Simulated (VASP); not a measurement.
Wanted: the native input for a VASP 6.6.1 run.

```
Task                   : relaxation of cell and atoms
Functional             : PBE
Potentials or basis    : VASP PAW PBE potentials, release 64 (Mo_sv, Ru_pv)
Cutoff                 : 600 eV
k mesh                 : 6 × 6 × 2
Occupations            : gaussian, width 0.1 eV
Spin                   : no spin polarisation
Dipole correction      : no
Further INCAR settings : ALGO = Fast; EDIFF = 1e-06; IBRION = 2; EDIFFG = -0.04; NSW = 90; ISIF = 3
```

The structure of MoRu5 lies in POSCAR:

```
MoRu5
1.0
    2.7206691400      0.0000000000      0.0000000000
   -1.3603345700      2.3561685900      0.0000000000
    0.0000000000      0.0000000000     13.2353129000
Mo Ru
1 5
Direct
    0.3333333300      0.6666666700      0.5000000000
    0.6666666700      0.3333333300      0.0000000000
    0.6666666700      0.3333333300      0.3333333300
    0.6666666700      0.3333333300      0.6666666700
    0.3333333300      0.6666666700      0.8333333300
    0.3333333300      0.6666666700      0.1666666700
```

One way to write it, as run:

INCAR

```
ALGO = Fast
EDIFF = 1E-6
EDIFFG = -0.04
ENCUT = 600
GGA = PE
IBRION = 2
ISIF = 3
ISMEAR = 0
LASPH = True
LCHARG = False
LREAL = False
LWAVE = False
NELM = 80
NSW = 90
PREC = Accurate
SIGMA = 0.1
```

KPOINTS

```
k-points
0
Gamma
  6 6 2
```

Potentials or basis: VASP PAW PBE potentials, release 64 (Mo_sv, Ru_pv).

Command:

```console
$ cat potpaw_PBE.64/Mo_sv/POTCAR potpaw_PBE.64/Ru_pv/POTCAR > POTCAR
$ mpirun -np 1 vasp_std > vasp.out
```

It gave:

- Relaxed volume: 14.11 Å³/atom
- Relaxed cell: a = 2.736 Å, b = 2.736 Å, c = 13.059 Å, α = 90.00°, β = 90.00°, γ = 120.00°
- Space group after relaxing (to 0.05 Å): P-6m2 (No. 187)
- Energy gained by relaxing: 14.1 meV/atom
- Ionic steps: 6
- Pressure after relaxing: 0.1 GPa
- Largest force after relaxing: 0.031 eV/Å
- Band gap on the k mesh: zero (band 42 reaches 13.95 eV, above the bottom of band 43 at 11.50 eV)

Caveat: the k points lie up to 0.44 Å⁻¹ apart in the final cell.

It took 3.1 min on 1 thread of Intel(R) Xeon(R) 6975P-C (Granite Rapids), on a shared host, peak memory 0.27 GiB.
